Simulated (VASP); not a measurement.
# AlNi (CsCl type) in VASP: notebook

AlNi (CsCl type) is run at these levels: HSE06; tasks: single point.

Program: VASP 6.6.1. These are calculated values, not measurements. Logs are shortened: lines on timing, memory, paths and dates and some standing lists are left out, and cuts for length are marked.

## 1. The cell of the first run

It takes space group Pm-3m (No. 221, cubic). The conventional cell has a = 2.928 Å, b = 2.928 Å, c = 2.928 Å, α = 90.00°, β = 90.00°, γ = 90.00°. Ni (site symmetry m-3m) has 8 Al at 2.54 Å and 6 Ni at 2.93 Å within 3.3 Å. Al (site symmetry m-3m) has 8 Ni at 2.54 Å and 6 Al at 2.93 Å within 3.3 Å.

## 2. Single point, HSE06

Input file POSCAR:

```
AlNi
1.0
    2.9280306770      0.0000000000      0.0000000000
    0.0000000000      2.9280306770      0.0000000000
    0.0000000000      0.0000000000      2.9280306770
Ni Al
1 1
Direct
    0.0000000000      0.0000000000      0.0000000000
    0.5000000000      0.5000000000      0.5000000000
```

Input file INCAR.step1:

```
PREC = Accurate
ENCUT = 520
EDIFF = 1E-5
ISMEAR = -1
SIGMA = 0.1
LREAL = False
LASPH = True
NELM = 100
ALGO = Normal
ISIF = 2
LWAVE = True
LCHARG = False
NBANDS = 14
GGA = PE
```

Input file INCAR.step2:

```
PREC = Accurate
ENCUT = 520
EDIFF = 1E-6
ISMEAR = -1
SIGMA = 0.1
LREAL = False
LASPH = True
NELM = 100
ALGO = Normal
ISIF = 2
LWAVE = False
LCHARG = False
GGA = PE
LHFCALC = True
HFSCREEN = 0.2079
PRECFOCK = Normal
NBANDS = 14
ISTART = 1
```

Input file KPOINTS:

```
regular mesh
0
Gamma
  4 4 4
```

Potentials or basis: VASP PAW PBE potentials, release 64 (Ni, Al).

Command:

```sh
cat potpaw_PBE.64/Ni/POTCAR potpaw_PBE.64/Al/POTCAR > POTCAR
cp INCAR.step1 INCAR
mpirun -np 1 vasp_std > vasp.out
cp INCAR.step2 INCAR
mpirun -np 1 vasp_std > vasp.out
```

OUTCAR:

```text
PREC = Accurate
   ENCUT = 520
   EDIFF = 1E-6
   ISMEAR = -1
   LREAL = False
   LASPH = True
   NELM = 100
   ISIF = 2
   GGA = PE
   LHFCALC = True
   HFSCREEN = 0.2079
   PRECFOCK = Normal
   ISTART = 1

 ion  position               nearest neighbor table
   1  0.000  0.000  0.000-   2 2.54   2 2.54   2 2.54   2 2.54   2 2.54   2 2.54   2 2.54   2 2.54

   2  0.500  0.500  0.500-   1 2.54   1 2.54   1 2.54   1 2.54   1 2.54   1 2.54   1 2.54   1 2.54

  LATTYP: Found a simple cubic cell.
 ALAT       =     2.9280306770

  Lattice vectors:

 A1 = (   2.9280306770,   0.0000000000,   0.0000000000)
 A2 = (   0.0000000000,   2.9280306770,   0.0000000000)
 A3 = (   0.0000000000,   0.0000000000,   2.9280306770)

Analysis of symmetry for initial positions (statically):
=====================================================================
 Subroutine PRICEL returns:
 Original cell was already a primitive cell.

 Routine SETGRP: Setting up the symmetry group for a
 simple cubic supercell.

 Subroutine GETGRP returns: Found 48 space group operations
 (whereof 48 operations were pure point group operations)
 out of a pool of 48 trial point group operations.

The static configuration has the point symmetry O_h .

Analysis of symmetry for dynamics (positions and initial velocities):
=====================================================================
 Subroutine PRICEL returns:
 Original cell was already a primitive cell.

 Routine SETGRP: Setting up the symmetry group for a
 simple cubic supercell.

 Subroutine GETGRP returns: Found 48 space group operations
 (whereof 48 operations were pure point group operations)
 out of a pool of 48 trial point group operations.

The dynamic configuration has the point symmetry O_h .

 Subroutine INISYM returns: Found 48 space group operations
 (whereof 48 operations are pure point group operations),
 and found     1 'primitive' translations

----------------------------------------------------------------------------------------

                                     Primitive cell

  volume of cell :      25.1031

  direct lattice vectors                    reciprocal lattice vectors
     2.928030677  0.000000000  0.000000000     0.341526476  0.000000000  0.000000000
     0.000000000  2.928030677  0.000000000     0.000000000  0.341526476  0.000000000
     0.000000000  0.000000000  2.928030677     0.000000000  0.000000000  0.341526476

[... 85 lines left out ...]
   IALGO  =     38    algorithm
   IMIX   =      1    mixing-type and parameters
     AMIX     =   0.40;   BMIX     =  1.00
     AMIX_MAG =   1.60;   BMIX_MAG =  1.00
  volume/ion in A,a.u.               =      12.55        84.70
  Fermi-wavevector in a.u.,A,eV,Ry     =   1.314661  2.484348 23.515392  1.728333
  Thomas-Fermi vector in A             =   2.444898
   LORBIT       =      0    0 simple, 1 ext, 2 COOP (PROOUT), +10 PAW based schemes
   GGA     = PE    functional components
   LHFCALC =     T    Hartree Fock is set to
   PRECFOCK=normal    Normal, Fast or Accurate (Low or Medium for compatibility)
   ENCUT4O =  -1.0   cutoff for four orbital integrals eV
   NKREDX  =     1    reduce k-point grid by
   NKREDY  =     1    reduce k-point grid by
   NKREDZ  =     1    reduce k-point grid by
   AEXX    =    0.2500 exact exchange contribution
   HFSCREEN=    0.2079 screening length (either q_TF or 0.3 A-1)
   HFSCREENC=   0.2079 screening length for correlation (either q_TF or 0.3 A-1)
   ENCUTFOCK=  -1.0 apply spherical cutoff to Coloumb kernel
   IVDW    =     0    specifies the selected vdW correction
   LEPSILON=     F    determine dielectric tensor
   LRPA    =     F    only Hartree local field effects (RPA)
 non-spin polarized calculation
  energy-cutoff  :      520.00
  volume of cell :       25.10
 maximum number of plane-waves:       691
 NGX is ok and might be reduce to    24
  NGX = 18; NGY = 18; NGZ = 18

 number of electron      12.9999999 magnetization

 Free energy of the ion-electron system (eV)
  ---------------------------------------------------
  ext. energy  EPLUGINS =         0.00000000
  ---------------------------------------------------
  free energy    TOTEN  =       -11.96445107 eV

  energy without entropy =      -11.94271650  energy(sigma->0) =      -11.95358379

 E-fermi :   8.8924     XC(G=0):  -9.6383

 val. band max:        8.7811192533   @ k =   0.5000   0.5000   0.2500
 cond. band min:      10.2314291879   @ k =   0.2500   0.0000   0.0000
 fundamental gap:      1.4503099346
 Fermi energy:         8.8924331861

 k-point     1 :       0.0000    0.0000    0.0000
  band No.  band energies     occupation
      1      -2.9065      2.00000
      2       5.2541      2.00000
      3       5.2541      2.00000
      4       6.9684      2.00000
      5       6.9684      2.00000
      6       6.9684      2.00000
      7      15.2710      0.00000
      8      15.2710      0.00000
      9      15.2710      0.00000
     10      18.1407      0.00000
     11      18.1407      0.00000
     12      23.5231      0.00000
     13      31.0860      0.00000
     14      31.0860      0.00000
[... 139 lines left out ...]
      1       4.3296      2.00000
      2       4.3296      2.00000
      3       4.3296      2.00000
      4       7.6191      1.99999
      5       7.6191      1.99999
      6      11.6682      0.00000
      7      11.6682      0.00000
      8      11.6682      0.00000
      9      13.0389      0.00000
     10      14.0219      0.00000
     11      14.0219      0.00000
     12      14.0219      0.00000
     13      17.8904      0.00000
     14      37.3418      0.00000

------------------------ aborting loop because EDIFF is reached ----------------------------------------

  FORCE on cell =-STRESS in cart. coord.  units (eV):
  Direction    XX          YY          ZZ          XY          YZ          ZX
  --------------------------------------------------------------------------------------
  -------------------------------------------------------------------------------------
  Total       -1.6496958     -1.6496958     -1.6496958      0.0000000     -0.0000000      0.0000000
  in kB     -105.2901128   -105.2901128   -105.2901128      0.0000000     -0.0000000      0.0000000
  external PRESSURE =    -105.2901128 kB  Pullay stress =       0.0000000 kB

 VOLUME and BASIS-vectors are now :
 -----------------------------------------------------------------------------
  energy-cutoff  :      520.00
  volume of cell :       25.10
      direct lattice vectors                 reciprocal lattice vectors
     2.928030677  0.000000000  0.000000000     0.341526476  0.000000000  0.000000000
     0.000000000  2.928030677  0.000000000     0.000000000  0.341526476  0.000000000
     0.000000000  0.000000000  2.928030677     0.000000000  0.000000000  0.341526476

 POSITION                                       TOTAL-FORCE (eV/Angst)
 -----------------------------------------------------------------------------------
      0.00000      0.00000      0.00000         0.000000      0.000000      0.000000
      1.46402      1.46402      1.46402         0.000000      0.000000      0.000000
 -----------------------------------------------------------------------------------
    total drift:                                0.000021      0.000017      0.000013

  FREE ENERGIE OF THE ION-ELECTRON SYSTEM (eV)
  ---------------------------------------------------
  free  energy   TOTEN  =       -11.9644510746 eV

  energy  without entropy=      -11.9427165007  energy(sigma->0) =      -11.95358379
```

OUTCAR.step1:

```text
PREC = Accurate
   ENCUT = 520
   EDIFF = 1E-5
   ISMEAR = -1
   LREAL = False
[... 376 lines left out ...]
      0.00000      0.00000      0.00000         0.000000      0.000000      0.000000
      1.46402      1.46402      1.46402         0.000000      0.000000      0.000000
 -----------------------------------------------------------------------------------
    total drift:                                0.000000      0.000000      0.000000

  FREE ENERGIE OF THE ION-ELECTRON SYSTEM (eV)
  ---------------------------------------------------
  free  energy   TOTEN  =       -10.5739510461 eV

  energy  without entropy=      -10.5472655495  energy(sigma->0) =      -10.56060830
```

OSZICAR.step1:

```text
N       E                     dE             d eps       ncg     rms          rms(c)
DAV:   1     0.429538740791E+02    0.42954E+02   -0.53231E+03   280   0.938E+02
DAV:   2    -0.990510110585E+01   -0.52859E+02   -0.47036E+02   292   0.173E+02
DAV:   3    -0.119025641368E+02   -0.19975E+01   -0.19717E+01   370   0.395E+01
DAV:   4    -0.119300890851E+02   -0.27525E-01   -0.27519E-01   354   0.406E+00
DAV:   5    -0.119308351847E+02   -0.74610E-03   -0.74609E-03   352   0.741E-01    0.114E+01
DAV:   6    -0.139081272901E+02   -0.19773E+01   -0.41083E+01   310   0.895E+01    0.156E+01
DAV:   7    -0.106036179177E+02    0.33045E+01   -0.12973E+01   328   0.537E+01    0.112E+00
DAV:   8    -0.105879466757E+02    0.15671E-01   -0.34086E-01   352   0.574E+00    0.994E-01
DAV:   9    -0.105746915565E+02    0.13255E-01   -0.56497E-02   352   0.293E+00    0.254E-01
DAV:  10    -0.105739652186E+02    0.72634E-03   -0.48842E-03   342   0.893E-01    0.654E-02
DAV:  11    -0.105739524210E+02    0.12798E-04   -0.23975E-04   448   0.155E-01    0.205E-02
DAV:  12    -0.105739510461E+02    0.13749E-05   -0.32788E-06   158   0.246E-02
   1 F= -.10573951E+02 E0= -.10560608E+02  d E =-.266855E-01
```

It took 3.8 min on 1 thread of Intel Xeon Platinum 8375C at 2.90GHz (Ice Lake), shared host; peak memory 0.24 GiB.

Results:

```yaml
Free_energy: -11.9645 eV
Pressure: -10.5 GPa
```

Caveat: the k points lie up to 0.54 Å⁻¹ apart; the PAW data sets were made with another functional, which shifts forces and pressure a little.

## 3. Single point, HSE06

This run uses another cell than the first one, of 12.07 Å³/atom, 0.962 times its volume.

Input file POSCAR:

```
AlNi
1.0
    2.8900000000      0.0000000000      0.0000000000
    0.0000000000      2.8900000000      0.0000000000
    0.0000000000      0.0000000000      2.8900000000
Ni Al
1 1
Direct
    0.0119865108      0.0119865108      0.0119865108
    0.5000000000      0.5000000000      0.5000000000
```

Input file INCAR.step1:

```
SYSTEM = AlNi
PREC = Accurate
ENCUT = 520
EDIFF = 1E-5
ISMEAR = -1
SIGMA = 0.1
LREAL = .FALSE.
LASPH = .TRUE.
NELM = 60
ALGO = Normal
ISIF = 2
LWAVE = .TRUE.
LCHARG = .FALSE.
NBANDS = 14
GGA = PE
```

Input file INCAR.step2:

```
SYSTEM = AlNi
PREC = Accurate
ENCUT = 520
EDIFF = 1E-6
ISMEAR = -1
SIGMA = 0.1
LREAL = .FALSE.
LASPH = .TRUE.
NELM = 60
ALGO = Normal
ISIF = 2
LWAVE = .FALSE.
LCHARG = .FALSE.
GGA = PE
LHFCALC = .TRUE.
HFSCREEN = 0.2079
PRECFOCK = Normal
NBANDS = 14
ISTART = 1
```

Input file KPOINTS:

```
Automatic mesh
0
G
  4 4 4
  0 0 0
```

Potentials or basis: VASP PAW PBE potentials, release 64 (Ni, Al).

Command:

```sh
cat potpaw_PBE.64/Ni/POTCAR potpaw_PBE.64/Al/POTCAR > POTCAR
cp INCAR.step1 INCAR
mpirun -np 1 vasp_std > vasp.out
cp INCAR.step2 INCAR
mpirun -np 1 vasp_std > vasp.out
```

Run time: 4.1 min. Hardware: 1 thread of Intel Xeon Platinum 8375C at 2.90GHz (Ice Lake), shared host; peak memory 0.24 GiB.

It converged, with:

* Free energy: -12.0037 eV
* Pressure: -5.2 GPa
* Largest force: 0.305 eV/Å

Forces on the atoms (eV/Å):
```
Ni  -0.176 -0.176 -0.176
Al   0.176  0.176  0.176
```

Stress tensor (GPa, compression positive):
```
-5.20  0.16  0.16
 0.16 -5.20  0.16
 0.16  0.16 -5.20
```

Levels at points of the mesh, in eV from the Fermi level:
```
           k point  band 2  band 3  band 4  band 5  band 6  band 7  band 8  band 9  band 10  band 11
(0.00, 0.00, 0.00)   -3.79   -3.79   -1.98   -1.97   -1.97    6.61    6.61    6.62     9.45     9.45
(0.50, 0.00, 0.00)   -7.20   -3.29   -2.76   -2.75   -1.89   -0.69    9.46   11.48    11.48    12.26
(0.50, 0.50, 0.00)   -3.80   -2.89   -2.88   -2.55   -2.54   -1.32    2.42    3.22    13.59    16.60
(0.50, 0.50, 0.50)   -4.73   -4.73   -1.28   -1.28    2.78    2.79    2.79    4.52     5.37     5.37
```

Caveat: the k points lie up to 0.54 Å⁻¹ apart; the PAW data sets were made with another functional, which shifts forces and pressure a little.
